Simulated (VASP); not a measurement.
# ZrN (Fm-3m) in VASP: further runs

Runs on ZrN. Level: PBE. Tasks: single point.

Program: VASP 6.6.1. These are calculated values, not measurements. Logs are shortened: lines on timing, memory, paths and dates and some standing lists are left out, and cuts for length are marked.

## Step 1: The cell of the first run

It takes space group Fm-3m (No. 225, cubic). The conventional cell has a = 4.452 Å, b = 4.452 Å, c = 4.452 Å, α = 90.00°, β = 90.00°, γ = 90.00°. Within 2.9 Å of Zr (site symmetry m-3m) lie 6 N at 2.23 Å. Within 2.9 Å of N (site symmetry m-3m) lie 6 Zr at 2.23 Å.

## Step 2: Single point, PBE (volume scaled by 0.91)

Contents of INCAR:

```
SYSTEM = ZrN
ALGO     = Normal         ! electronic algorithm
EDIFF    = 1E-6           ! SCF threshold, eV
ENCUT    = 600            ! plane-wave cutoff, eV
GGA      = PE             ! functional
GGA_COMPAT= .FALSE.      
ISIF     = 2              ! what is computed and relaxed
ISMEAR   = 0              ! smearing method
LASPH    = .TRUE.         ! aspherical terms in the spheres
LCHARG   = .FALSE.        ! write CHGCAR
LREAL    = .FALSE.        ! projectors in reciprocal space
LWAVE    = .FALSE.        ! write WAVECAR
NBANDS   = 16             ! bands
NELM     = 120            ! most SCF steps
PREC     = Accurate       ! precision mode
SIGMA    = 0.1            ! smearing width, eV
```

Contents of KPOINTS:

```
k-points
0
G
  20 20 20
  0 0 0
```

Contents of POSCAR:

```
ZrN
1.0
    0.0000000000      2.2262302229      2.2262302229
    2.2262302229      0.0000000000      2.2262302229
    2.2262302229      2.2262302229      0.0000000000
Zr N
1 1
Direct
    0.0000000000      0.0000000000      0.0000000000
    0.5000000000      0.5000000000      0.5000000000
```

Potentials or basis: VASP PAW PBE potentials, release 64 (Zr_sv, N).

Command:

```sh
$ cat potpaw_PBE.64/Zr_sv/POTCAR potpaw_PBE.64/N/POTCAR > POTCAR
$ mpirun -np 1 vasp_std > vasp.out
```

OUTCAR:

```text
SYSTEM = ZrN
   EDIFF = 1E-6
   ENCUT = 600
   GGA = PE
   ISIF = 2
   ISMEAR = 0
   LASPH = .TRUE.
   LREAL = .FALSE.
   NELM = 120
   PREC = Accurate

 ion  position               nearest neighbor table
   1  0.000  0.000  0.000-   2 2.23   2 2.23   2 2.23   2 2.23   2 2.23   2 2.23
   2  0.500  0.500  0.500-   1 2.23   1 2.23   1 2.23   1 2.23   1 2.23   1 2.23

  LATTYP: Found a face centered cubic cell.
 ALAT       =     4.4524604458

  Lattice vectors:

 A1 = (   0.0000000000,   2.2262302229,   2.2262302229)
 A2 = (   2.2262302229,   0.0000000000,   2.2262302229)
 A3 = (   2.2262302229,   2.2262302229,   0.0000000000)

Analysis of symmetry for initial positions (statically):
=====================================================================
 Subroutine PRICEL returns:
 Original cell was already a primitive cell.

 Routine SETGRP: Setting up the symmetry group for a
 face centered cubic supercell.

 Subroutine GETGRP returns: Found 48 space group operations
 (whereof 48 operations were pure point group operations)
 out of a pool of 48 trial point group operations.

The static configuration has the point symmetry O_h .

Analysis of symmetry for dynamics (positions and initial velocities):
=====================================================================
 Subroutine PRICEL returns:
 Original cell was already a primitive cell.

 Routine SETGRP: Setting up the symmetry group for a
 face centered cubic supercell.

 Subroutine GETGRP returns: Found 48 space group operations
 (whereof 48 operations were pure point group operations)
 out of a pool of 48 trial point group operations.

The dynamic configuration has the point symmetry O_h .

 Subroutine INISYM returns: Found 48 space group operations
 (whereof 48 operations are pure point group operations),
 and found     1 'primitive' translations

----------------------------------------------------------------------------------------

                                     Primitive cell

  volume of cell :      22.0668

  direct lattice vectors                    reciprocal lattice vectors
     0.000000000  2.226230223  2.226230223    -0.224594921  0.224594921  0.224594921
     2.226230223  0.000000000  2.226230223     0.224594921 -0.224594921  0.224594921
     2.226230223  2.226230223  0.000000000     0.224594921  0.224594921 -0.224594921

  length of vectors
     3.148364974  3.148364974  3.148364974     0.389009813  0.389009813  0.389009813

  position of ions in fractional coordinates (direct lattice)
     0.000000000  0.000000000  0.000000000
     0.500000000  0.500000000  0.500000000

  ion indices of the primitive-cell ions
   primitive index   ion index
                 1           1
                 2           2

----------------------------------------------------------------------------------------

 KPOINTS: k-points

Automatic generation of k-mesh.
 Grid dimensions read from file:
 generate k-points for:   20   20   20

 Generating k-lattice:

  Cartesian coordinates                     Fractional coordinates (reciprocal lattice)
    -0.011229746  0.011229746  0.011229746     0.050000000  0.000000000  0.000000000
     0.011229746 -0.011229746  0.011229746     0.000000000  0.050000000  0.000000000
     0.011229746  0.011229746 -0.011229746     0.000000000  0.000000000  0.050000000

  Length of vectors
     0.019450491  0.019450491  0.019450491

  Shift w.r.t. Gamma in fractional coordinates (k-lattice)
     0.000000000  0.000000000  0.000000000

 Subroutine IBZKPT returns following result:
 ===========================================

 Found    256 irreducible k-points:

 Following reciprocal coordinates:
            Coordinates               Weight
  0.000000  0.000000  0.000000      1.000000
  0.050000  0.000000  0.000000      8.000000
  0.100000  0.000000  0.000000      8.000000
  0.150000  0.000000  0.000000      8.000000
  0.200000  0.000000  0.000000      8.000000
  0.250000  0.000000  0.000000      8.000000
[... 16 lines left out ...]
 -0.400000  0.050000  0.000000     24.000000
 -0.350000  0.050000  0.000000     24.000000
 [... further k-points ...]
   k-points           NKPTS =    256   k-points in BZ     NKDIM =    256   number of bands    NBANDS=     16
   number of dos      NEDOS =    301   number of ions     NIONS =      2
   total plane-waves  NPLWV =  21952
   dimension x,y,z NGX =    28 NGY =   28 NGZ =   28
   dimension x,y,z NGXF=    56 NGYF=   56 NGZF=   56
   ions per type =               1   1
   NGX,Y,Z   is equivalent  to a cutoff of  14.79, 14.79, 14.79 a.u.
   NGXF,Y,Z  is equivalent  to a cutoff of  29.57, 29.57, 29.57 a.u.
 SYSTEM =  ZrN
   PREC   = accura    normal or accurate (medium, high low for compatibility)
   ISTART =      0    job   : 0-new  1-cont  2-samecut
   ICHARG =      2    charge: 1-file 2-atom 10-const
   ISPIN  =      1    spin polarized calculation?
   LNONCOLLINEAR =      F non collinear calculations
   LSORBIT =      F    spin-orbit coupling
   LASPH  =      T    aspherical Exc in radial PAW
   ENCUT  =  600.0 eV  44.10 Ry    6.64 a.u.   6.29  6.29  6.29*2*pi/ulx,y,z
   NELM   =    120;   NELMIN=  2; NELMDL= -5     # of ELM steps
   EDIFF  = 0.1E-05   stopping-criterion for ELM
   LREAL  =      F    real-space projection
   EDIFFG = 0.1E-04   stopping-criterion for IOM
   NSW    =      0    number of steps for IOM
   IBRION =     -1    ionic relax: 0-MD 1-quasi-New 2-CG
   NFREE  =      0    steps in history (QN), initial steepest desc. (CG)
   ISIF   =      2    stress and relaxation
   ISYM   =      2    0-nonsym 1-usesym 2-fastsym
   POTIM  = 0.5000    time-step for ionic-motion
   TEBEG  =    0.0;   TEEND  =   0.0 temperature during run
   PSTRESS=    0.0 pullay stress
   NELECT =      17.0000    total number of electrons
   NUPDOWN=      -1.0000    fix difference up-down
   EMIN   =  10.00;   EMAX   =-10.00  energy-range for DOS
   EFERMI =   0.00;   METHOD = LEGACY
   ISMEAR =     0;   SIGMA  =   0.10  broadening in eV -4-tet -1-fermi 0-gaus
   EFERMI_NEDOS =   21; number of points for ismear=-14 and -15
   IALGO  =     38    algorithm
   IMIX   =      4    mixing-type and parameters
     AMIX     =   0.40;   BMIX     =  1.00
     AMIX_MAG =   1.60;   BMIX_MAG =  1.00
  volume/ion in A,a.u.               =      11.03        74.46
  Fermi-wavevector in a.u.,A,eV,Ry     =   1.500759  2.836024 30.644112  2.252279
  Thomas-Fermi vector in A             =   2.612218
   LORBIT       =      0    0 simple, 1 ext, 2 COOP (PROOUT), +10 PAW based schemes
   GGA     = PE    functional components
   LHFCALC =     F    Hartree Fock is set to
   AEXX    =    0.0000 exact exchange contribution
   IVDW    =     0    specifies the selected vdW correction
   LEPSILON=     F    determine dielectric tensor
   LRPA    =     F    only Hartree local field effects (RPA)
 non-spin polarized calculation
 Gauss-broadening in eV      SIGMA  =   0.10
  energy-cutoff  :      600.00
  volume of cell :       22.07
 maximum number of plane-waves:       754
 NGX is ok and might be reduce to    28
   NGX = 13   NGY = 13   NGZ = 13

 number of electron      17.0000000 magnetization

 Free energy of the ion-electron system (eV)
  ---------------------------------------------------
  ext. energy  EPLUGINS =         0.00000000
  ---------------------------------------------------
  free energy    TOTEN  =       -20.18684416 eV

  energy without entropy =      -20.18330228  energy(sigma->0) =      -20.18507322

 E-fermi :  13.1888     XC(G=0): -12.9718

 val. band max:       13.1754968233   @ k =  -0.3500   0.3500   0.0000
 cond. band min:      13.1910694075   @ k =   0.3000   0.1000   0.0500
 fundamental gap:      0.0155725842
 Fermi energy:        13.1888028444

 k-point     1 :       0.0000    0.0000    0.0000
  band No.  band energies     occupation
      1     -36.2230      2.00000
      2     -13.7363      2.00000
      3     -13.7363      2.00000
      4     -13.7363      2.00000
      5      -3.5005      2.00000
      6      10.3601      2.00000
[... 8 lines left out ...]
     15      22.4270      0.00000
     16      37.3328      0.00000

 k-point     2 :       0.0500    0.0000    0.0000
  band No.  band energies     occupation
      1     -36.2180      2.00000
      2     -13.7815      2.00000
      3     -13.7393      2.00000
      4     -13.7393      2.00000
      5      -3.4365      2.00000
      6      10.1209      2.00000
[... 8 lines left out ...]
     15      22.6216      0.00000
     16      36.5428      0.00000

 k-point     3 :       0.1000    0.0000    0.0000
  band No.  band energies     occupation
      1     -36.2034      2.00000
      2     -13.9101      2.00000
      3     -13.7479      2.00000
      4     -13.7479      2.00000
      5      -3.2521      2.00000
      6       9.5340      2.00000
[... 8 lines left out ...]
     15      23.1768      0.00000
     16      35.1426      0.00000

 k-point     4 :       0.1500    0.0000    0.0000
  band No.  band energies     occupation
      1     -36.1806      2.00000
      2     -14.1036      2.00000
      3     -13.7614      2.00000
      4     -13.7614      2.00000
      5      -2.9681      2.00000
      6       8.7896      2.00000
[... 8 lines left out ...]
     15      24.0094      0.00000
     16      33.7276      0.00000
[... 324 lines left out ...]
 k-point    22 :      -0.4500    0.0500    0.0000
  band No.  band energies     occupation
      1     -36.0137      2.00000
      2     -15.2880      2.00000
      3     -13.8859      2.00000
      4     -13.8561      2.00000
      5      -0.9414      2.00000
      6       5.1516      2.00000
[... 8 lines left out ...]
     15      26.1194      0.00000
     16      26.3933      0.00000

 k-point    23 :      -0.4000    0.0500    0.0000
  band No.  band energies     occupation
      1     -36.0256      2.00000
      2     -15.2114      2.00000
      3     -13.8863      2.00000
      4     -13.8421      2.00000
      5      -1.0954      2.00000
      6       5.3742      2.00000
[... 8 lines left out ...]
     15      26.6214      0.00000
     16      27.2025      0.00000

 k-point    24 :      -0.3500    0.0500    0.0000
  band No.  band energies     occupation
      1     -36.0464      2.00000
      2     -15.0746      2.00000
      3     -13.8801      2.00000
      4     -13.8242      2.00000
      5      -1.3582      2.00000
      6       5.7661      2.00000
[... 8 lines left out ...]
     15      26.8422      0.00000
     16      27.5898      0.00000

 [... further k-points ...]

------------------------ aborting loop because EDIFF is reached ----------------------------------------

  FORCE on cell =-STRESS in cart. coord.  units (eV):
  Direction    XX          YY          ZZ          XY          YZ          ZX
  --------------------------------------------------------------------------------------
  -------------------------------------------------------------------------------------
  Total        4.0002595      4.0002595      4.0002595     -0.0000000      0.0000000      0.0000000
  in kB      290.4414034    290.4414034    290.4414034     -0.0000000      0.0000000      0.0000000
  external PRESSURE =     290.4414034 kB  Pullay stress =       0.0000000 kB

 VOLUME and BASIS-vectors are now :
 -----------------------------------------------------------------------------
  energy-cutoff  :      600.00
  volume of cell :       22.07
      direct lattice vectors                 reciprocal lattice vectors
     0.000000000  2.226230223  2.226230223    -0.224594921  0.224594921  0.224594921
     2.226230223  0.000000000  2.226230223     0.224594921 -0.224594921  0.224594921
     2.226230223  2.226230223  0.000000000     0.224594921  0.224594921 -0.224594921

 POSITION                                       TOTAL-FORCE (eV/Angst)
 -----------------------------------------------------------------------------------
      0.00000      0.00000      0.00000         0.000000      0.000000      0.000000
      2.22623      2.22623      2.22623        -0.000000     -0.000000     -0.000000
 -----------------------------------------------------------------------------------
    total drift:                                0.000000      0.000000      0.000000

  FREE ENERGIE OF THE ION-ELECTRON SYSTEM (eV)
  ---------------------------------------------------
  free  energy   TOTEN  =       -20.1868441612 eV

  energy  without entropy=      -20.1833022822  energy(sigma->0) =      -20.18507322
```

It took 2.2 min on 1 thread of AMD EPYC 9R45 (Zen 5), shared host; peak memory 0.21 GiB.

Results:

* Free energy: -20.1868 eV
* Pressure: 29.0 GPa

## Step 3: Single point, PBE (volume scaled by 0.94)

Contents of INCAR:

```
SYSTEM = ZrN
ALGO = Normal ; EDIFF = 1E-6
ENCUT = 600 ; GGA = PE
GGA_COMPAT = .False. ; ISIF = 2
ISMEAR = 0 ; LASPH = .True.
LCHARG = .False. ; LREAL = .False.
LWAVE = .False. ; NBANDS = 16
NELM = 120 ; PREC = Accurate
SIGMA = 0.1
```

Contents of KPOINTS:

```
k-points
0
Gamma
  20 20 20
  0 0 0
```

Contents of POSCAR:

```
ZrN
1.0
    0.0000000000      2.2504302734      2.2504302734
    2.2504302734      0.0000000000      2.2504302734
    2.2504302734      2.2504302734      0.0000000000
Zr N
1 1
Direct
    0.0000000000      0.0000000000      0.0000000000
    0.5000000000      0.5000000000      0.5000000000
```

Potentials or basis: VASP PAW PBE potentials, release 64 (Zr_sv, N).

Command:

```sh
$ cat potpaw_PBE.64/Zr_sv/POTCAR potpaw_PBE.64/N/POTCAR > POTCAR
$ mpirun -np 1 vasp_std > vasp.out
```

OUTCAR:

```text
SYSTEM = ZrN
   EDIFF = 1E-6
   ENCUT = 600
   GGA = PE
   ISIF = 2
   ISMEAR = 0
   LASPH = .True.
   LREAL = .False.
   NELM = 120
   PREC = Accurate

 ion  position               nearest neighbor table
   1  0.000  0.000  0.000-   2 2.25   2 2.25   2 2.25   2 2.25   2 2.25   2 2.25
   2  0.500  0.500  0.500-   1 2.25   1 2.25   1 2.25   1 2.25   1 2.25   1 2.25

  LATTYP: Found a face centered cubic cell.
 ALAT       =     4.5008605468

  Lattice vectors:

 A1 = (   0.0000000000,   2.2504302734,   2.2504302734)
 A2 = (   2.2504302734,   0.0000000000,   2.2504302734)
 A3 = (   2.2504302734,   2.2504302734,   0.0000000000)

Analysis of symmetry for initial positions (statically):
=====================================================================
 Subroutine PRICEL returns:
 Original cell was already a primitive cell.

 Routine SETGRP: Setting up the symmetry group for a
 face centered cubic supercell.

 Subroutine GETGRP returns: Found 48 space group operations
 (whereof 48 operations were pure point group operations)
 out of a pool of 48 trial point group operations.

[... 162 lines left out ...]

 E-fermi :  12.7464     XC(G=0): -12.7978

 val. band max:       12.7324701310   @ k =  -0.3500   0.3500   0.0000
 cond. band min:      12.7515410531   @ k =   0.3000   0.1000   0.0500
 fundamental gap:      0.0190709221
 Fermi energy:        12.7464444174

 k-point     1 :       0.0000    0.0000    0.0000
  band No.  band energies     occupation
      1     -36.7432      2.00000
      2     -14.3012      2.00000
      3     -14.3012      2.00000
      4     -14.3012      2.00000
      5      -3.8095      2.00000
      6       9.9641      2.00000
[... 433 lines left out ...]
      3     -14.4317      2.00000
      4     -14.3822      2.00000
      5      -1.8062      2.00000
      6       5.4684      2.00000
[... 8 lines left out ...]
     15      25.9491      0.00000
     16      26.8519      0.00000

 [... further k-points ...]

------------------------ aborting loop because EDIFF is reached ----------------------------------------

  FORCE on cell =-STRESS in cart. coord.  units (eV):
  Direction    XX          YY          ZZ          XY          YZ          ZX
  --------------------------------------------------------------------------------------
  -------------------------------------------------------------------------------------
  Total        2.5370052      2.5370052      2.5370052      0.0000000      0.0000000      0.0000000
  in kB      178.3221364    178.3221364    178.3221364      0.0000000      0.0000000      0.0000000
  external PRESSURE =     178.3221364 kB  Pullay stress =       0.0000000 kB

 VOLUME and BASIS-vectors are now :
 -----------------------------------------------------------------------------
  energy-cutoff  :      600.00
  volume of cell :       22.79
      direct lattice vectors                 reciprocal lattice vectors
     0.000000000  2.250430273  2.250430273    -0.222179734  0.222179734  0.222179734
     2.250430273  0.000000000  2.250430273     0.222179734 -0.222179734  0.222179734
     2.250430273  2.250430273  0.000000000     0.222179734  0.222179734 -0.222179734

 POSITION                                       TOTAL-FORCE (eV/Angst)
 -----------------------------------------------------------------------------------
      0.00000      0.00000      0.00000        -0.000000     -0.000000     -0.000000
      2.25043      2.25043      2.25043         0.000000      0.000000      0.000000
 -----------------------------------------------------------------------------------
    total drift:                                0.000000      0.000000      0.000000

  FREE ENERGIE OF THE ION-ELECTRON SYSTEM (eV)
  ---------------------------------------------------
  free  energy   TOTEN  =       -20.2938085196 eV

  energy  without entropy=      -20.2901882190  energy(sigma->0) =      -20.29199837
```

OSZICAR:

```text
N       E                     dE             d eps       ncg     rms          rms(c)
DAV:   1     0.130489074413E+03    0.13049E+03   -0.10090E+04  8216   0.119E+03
DAV:   2    -0.185357154924E+02   -0.14902E+03   -0.13976E+03 10592   0.330E+02
DAV:   3    -0.236615842189E+02   -0.51259E+01   -0.50915E+01 11840   0.579E+01
DAV:   4    -0.237408952654E+02   -0.79311E-01   -0.79297E-01 10496   0.625E+00
DAV:   5    -0.237423300490E+02   -0.14348E-02   -0.14348E-02 11080   0.584E-01    0.244E+01
DAV:   6    -0.204107120377E+02    0.33316E+01   -0.69793E+00  9680   0.265E+01    0.938E+00
DAV:   7    -0.203163309655E+02    0.94381E-01   -0.49964E-01  9824   0.658E+00    0.768E+00
DAV:   8    -0.203082980274E+02    0.80329E-02   -0.20519E-01 11704   0.414E+00    0.440E+00
DAV:   9    -0.202935556038E+02    0.14742E-01   -0.39859E-02  9880   0.185E+00    0.690E-01
DAV:  10    -0.202938195666E+02   -0.26396E-03   -0.11099E-03 10216   0.361E-01    0.913E-02
DAV:  11    -0.202938117334E+02    0.78333E-05   -0.20280E-05 10424   0.406E-02    0.646E-02
DAV:  12    -0.202938086712E+02    0.30621E-05   -0.50022E-06 10312   0.167E-02    0.312E-03
DAV:  13    -0.202938085196E+02    0.15167E-06   -0.12490E-07  5312   0.362E-03
   1 F= -.20293809E+02 E0= -.20291998E+02  d E =-.362030E-02
```

stdout:

```text
POSCAR found type information on POSCAR ZrN
 POSCAR found :  2 types and       2 ions
 scaLAPACK will be used
 LDA part: xc-table for (Slater+PW92), standard interpolation
 POSCAR, INCAR and KPOINTS ok, starting setup
 FFT: planning ... GRIDC
 FFT: planning ... GRID_SOFT
 FFT: planning ... GRID
 WAVECAR not read
 entering main loop
```

Run time: 2.4 min. Hardware: 1 thread of AMD EPYC 9R45 (Zen 5), shared host; peak memory 0.21 GiB.

Results:

```
Free energy : -20.2938 eV
Pressure    : 17.8 GPa
```

Levels at points of the mesh, in eV from the Fermi level:
```
           k point  band 6  band 7  band 8  band 9  band 10  band 11
(0.00, 0.00, 0.00)   -2.78   -2.78   -2.78   -0.47    -0.47    -0.47
(0.50, 0.00, 0.00)   -7.99   -6.01   -6.01    3.23     3.30     3.30
(0.50, 0.50, 0.00)   -4.56   -3.76   -3.23   -3.23     3.60     4.88
```
